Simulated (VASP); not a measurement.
# Re (P6_3/mmc) in VASP: notebook

Re is run at these levels: LDA, PBEsol; tasks: single point.

All numbers are computed with VASP 6.6.1; they aren't measurements. Logs are shortened: lines on timing, memory, paths and dates and some standing lists are left out, and cuts for length are marked.

## Step 1: The cell of the first run

Symmetry: P6_3/mmc, No. 194, hexagonal system. The conventional cell has a = 2.797 Å, b = 2.797 Å, c = 4.517 Å, α = 90.00°, β = 90.00°, γ = 120.00°. Within 3.7 Å of Re (site symmetry -6m2) lie 12 Re at 2.78 to 2.80 Å.

## Step 2: Single point, LDA (volume scaled by 1.04)

File INCAR:

```
SYSTEM = Re
PREC = Accurate
ENCUT = 520
EDIFF = 1E-7
ISMEAR = -1
SIGMA = 0.05
LREAL = .False.
LASPH = .True.
NELM = 60
ALGO = Normal
ISIF = 2
LWAVE = .False.
LCHARG = .False.
GGA = CA
NBANDS = 14
```

File KPOINTS:

```
regular mesh
0
Gamma
  11 11 6
  0 0 0
```

File POSCAR:

```
Re
1.0
    2.7971304821      0.0000000000      0.0000000000
   -1.3985652410      2.4223860552      0.0000000000
    0.0000000000      0.0000000000      4.5168672541
Re
2
Direct
    0.6666666667      0.3333333333      0.7500000000
    0.3333333333      0.6666666667      0.2500000000
```

Potentials or basis: VASP PAW LDA potentials, release 64 (Re).

Command:

```
$ cat potpaw_LDA.64/Re/POTCAR > POTCAR
$ mpirun -np 1 vasp_std > vasp.out
```

OUTCAR:

```text
SYSTEM = Re
   PREC = Accurate
   ENCUT = 520
   EDIFF = 1E-7
   ISMEAR = -1
   LREAL = .False.
   LASPH = .True.
   NELM = 60
   ISIF = 2
   GGA = CA

 ion  position               nearest neighbor table
   1  0.667  0.333  0.750-   2 2.78   2 2.78   2 2.78   2 2.78   2 2.78   2 2.78
   2  0.333  0.667  0.250-   1 2.78   1 2.78   1 2.78   1 2.78   1 2.78   1 2.78

  LATTYP: Found a hexagonal cell.
 ALAT       =     2.7971304821
 C/A-ratio  =     1.6148217908

  Lattice vectors:

 A1 = (   2.7971304821,   0.0000000000,   0.0000000000)
 A2 = (  -1.3985652410,   2.4223860552,   0.0000000000)
 A3 = (   0.0000000000,   0.0000000000,   4.5168672541)

Analysis of symmetry for initial positions (statically):
=====================================================================
 Subroutine PRICEL returns:
 Original cell was already a primitive cell.

 Routine SETGRP: Setting up the symmetry group for a
 hexagonal supercell.

 Subroutine GETGRP returns: Found 24 space group operations
 (whereof 12 operations were pure point group operations)
 out of a pool of 24 trial point group operations.

The static configuration has the point symmetry D_3d.
 The point group associated with its full space group is D_6h.

Analysis of symmetry for dynamics (positions and initial velocities):
=====================================================================
 Subroutine PRICEL returns:
 Original cell was already a primitive cell.

 Routine SETGRP: Setting up the symmetry group for a
 hexagonal supercell.

 Subroutine GETGRP returns: Found 24 space group operations
 (whereof 12 operations were pure point group operations)
 out of a pool of 24 trial point group operations.

The dynamic configuration has the point symmetry D_3d.
 The point group associated with its full space group is D_6h.

 Subroutine INISYM returns: Found 24 space group operations
 (whereof 12 operations are pure point group operations),
 and found     1 'primitive' translations

----------------------------------------------------------------------------------------

                                     Primitive cell

  volume of cell :      30.6051

  direct lattice vectors                    reciprocal lattice vectors
     2.797130482  0.000000000  0.000000000     0.357509243  0.206408057  0.000000000
    -1.398565241  2.422386055  0.000000000     0.000000000  0.412816115  0.000000000
     0.000000000  0.000000000  4.516867254     0.000000000  0.000000000  0.221392382

  length of vectors
[... 91 lines left out ...]
   TEBEG  =    0.0;   TEEND  =   0.0 temperature during run
   PSTRESS=    0.0 pullay stress
   NELECT =      14.0000    total number of electrons
   NUPDOWN=      -1.0000    fix difference up-down
   EMIN   =  10.00;   EMAX   =-10.00  energy-range for DOS
   EFERMI =   0.00;   METHOD = LEGACY
   ISMEAR =    -1;   SIGMA  =   0.05  broadening in eV -4-tet -1-fermi 0-gaus
   EFERMI_NEDOS =   21; number of points for ismear=-14 and -15
   IALGO  =     38    algorithm
   IMIX   =      4    mixing-type and parameters
     AMIX     =   0.40;   BMIX     =  1.00
     AMIX_MAG =   1.60;   BMIX_MAG =  1.00
  volume/ion in A,a.u.               =      15.30       103.27
  Fermi-wavevector in a.u.,A,eV,Ry     =   1.261401  2.383702 21.648659  1.591132
  Thomas-Fermi vector in A             =   2.394862
   LORBIT       =      0    0 simple, 1 ext, 2 COOP (PROOUT), +10 PAW based schemes
   GGA     = CA    functional components
   LHFCALC =     F    Hartree Fock is set to
   AEXX    =    0.0000 exact exchange contribution
   IVDW    =     0    specifies the selected vdW correction
   LEPSILON=     F    determine dielectric tensor
   LRPA    =     F    only Hartree local field effects (RPA)
 non-spin polarized calculation
  energy-cutoff  :      520.00
  volume of cell :       30.61
 maximum number of plane-waves:       839
 NGX is ok and might be reduce to    24
   NGX = 11   NGY = 11   NGZ = 17

 number of electron      14.0000000 magnetization

 Free energy of the ion-electron system (eV)
  ---------------------------------------------------
  ext. energy  EPLUGINS =         0.00000000
  ---------------------------------------------------
  free energy    TOTEN  =       -27.39850347 eV

  energy without entropy =      -27.38382542  energy(sigma->0) =      -27.39116444

 E-fermi :   7.3666     XC(G=0): -13.6311

 val. band max:        7.3418332997   @ k =   0.1818  -0.0000   0.1667
 cond. band min:       7.4102404076   @ k =   0.3636   0.1818   0.3333
 fundamental gap:      0.0684071079
 Fermi energy:         7.3665965702

 k-point     1 :       0.0000    0.0000    0.0000
  band No.  band energies     occupation
      1      -2.1670      2.00000
      2       1.0352      2.00000
      3       5.8520      2.00000
      4       5.8569      2.00000
      5       5.8569      2.00000
      6       6.6406      2.00000
      7       6.6406      2.00000
      8       7.5173      0.09355
      9       7.5173      0.09355
     10       8.0257      0.00000
     11      10.5266      0.00000
     12      10.5266      0.00000
     13      16.8644      0.00000
     14      21.5248      0.00000
[... 377 lines left out ...]
      1       0.0688      2.00000
      2       2.6735      2.00000
      3       3.9905      2.00000
      4       4.3185      2.00000
      5       5.5163      2.00000
      6       6.1648      2.00000
      7       6.7371      1.99999
      8       7.6337      0.00953
      9       8.3097      0.00000
     10       8.6692      0.00000
     11      10.8893      0.00000
     12      13.8328      0.00000
     13      18.1069      0.00000
     14      22.8483      0.00000

 [... further k-points ...]

------------------------ aborting loop because EDIFF is reached ----------------------------------------

  FORCE on cell =-STRESS in cart. coord.  units (eV):
  Direction    XX          YY          ZZ          XY          YZ          ZX
  --------------------------------------------------------------------------------------
  -------------------------------------------------------------------------------------
  Total       -4.1997389     -4.1997389     -4.3165391     -0.0000000     -0.0000000      0.0000000
  in kB     -219.8565781   -219.8565781   -225.9710727     -0.0000000     -0.0000000      0.0000000
  external PRESSURE =    -221.8947429 kB  Pullay stress =       0.0000000 kB

 VOLUME and BASIS-vectors are now :
 -----------------------------------------------------------------------------
  energy-cutoff  :      520.00
  volume of cell :       30.61
      direct lattice vectors                 reciprocal lattice vectors
     2.797130482  0.000000000  0.000000000     0.357509243  0.206408057  0.000000000
    -1.398565241  2.422386055  0.000000000     0.000000000  0.412816115  0.000000000
     0.000000000  0.000000000  4.516867254     0.000000000  0.000000000  0.221392382

 POSITION                                       TOTAL-FORCE (eV/Angst)
 -----------------------------------------------------------------------------------
      1.39857      0.80746      3.38765        -0.000000      0.000000      0.000000
     -0.00000      1.61492      1.12922         0.000000      0.000000      0.000000
 -----------------------------------------------------------------------------------
    total drift:                               -0.000000      0.000000     -0.000000

  FREE ENERGIE OF THE ION-ELECTRON SYSTEM (eV)
  ---------------------------------------------------
  free  energy   TOTEN  =       -27.3985034688 eV

  energy  without entropy=      -27.3838254173  energy(sigma->0) =      -27.39116444
```

OSZICAR:

```text
N       E                     dE             d eps       ncg     rms          rms(c)
DAV:   1     0.906939043602E+02    0.90694E+02   -0.59184E+03  2074   0.102E+03
DAV:   2    -0.225020883698E+02   -0.11320E+03   -0.95969E+02  2862   0.360E+02
DAV:   3    -0.288745237028E+02   -0.63724E+01   -0.56714E+01  3076   0.106E+02
DAV:   4    -0.289705471108E+02   -0.96023E-01   -0.95820E-01  2608   0.858E+00
DAV:   5    -0.289710676976E+02   -0.52059E-03   -0.52050E-03  2992   0.123E+00    0.397E+01
DAV:   6    -0.277579548749E+02    0.12131E+01   -0.10753E+00  3082   0.166E+01    0.157E+01
DAV:   7    -0.274102977828E+02    0.34766E+00   -0.60819E-01  3096   0.122E+01    0.424E-01
DAV:   8    -0.273998028196E+02    0.10495E-01   -0.54279E-03  2782   0.695E-01    0.193E-01
DAV:   9    -0.273984965539E+02    0.13063E-02   -0.48822E-04  2862   0.168E-01    0.379E-02
DAV:  10    -0.273985039119E+02   -0.73580E-05   -0.31653E-05  2670   0.499E-02    0.193E-02
DAV:  11    -0.273985035414E+02    0.37054E-06   -0.83718E-07  2742   0.851E-03    0.153E-03
DAV:  12    -0.273985034688E+02    0.72545E-07   -0.32313E-08  1712   0.284E-03
   1 F= -.27398503E+02 E0= -.27391164E+02  d E =-.146781E-01
```

stdout:

```text
POSCAR found type information on POSCAR Re
 POSCAR found :  1 types and       2 ions
 scaLAPACK will be used
 LDA part: xc-table for (Slater(with rela. corr.)+CA(PZ))
 , standard interpolation
 POSCAR, INCAR and KPOINTS ok, starting setup
 FFT: planning ... GRIDC
 FFT: planning ... GRID_SOFT
 FFT: planning ... GRID
 WAVECAR not read
 entering main loop
```

Wall time 18 s (1 thread of Intel Xeon Platinum 8259CL at 2.50GHz (Skylake/Cascade Lake), shared host); peak memory 0.15 GiB.

What came out:

```
Free energy            : -27.3985 eV
Pressure               : -22.2 GPa
Band gap on the k mesh : zero (band 7 reaches 8.70 eV, above the bottom of band 8 at 5.73 eV)
```

Stress tensor (GPa, compression positive):
```
-21.99   0.00   0.00
  0.00 -21.99   0.00
  0.00   0.00 -22.60
```

Levels at points of the mesh, in eV from the Fermi level:
```
           k point  band 5  band 6  band 7  band 8  band 9  band 10
(0.00, 0.00, 0.00)   -1.51   -0.73   -0.73    0.15    0.15     0.66
(0.00, 0.00, 0.50)   -1.64   -1.64   -1.64   -1.64    2.37     2.37
```

Caveat: spin-orbit coupling is left out, which moves the levels of the heavy elements.

(Part 1 of 2 ends here.)
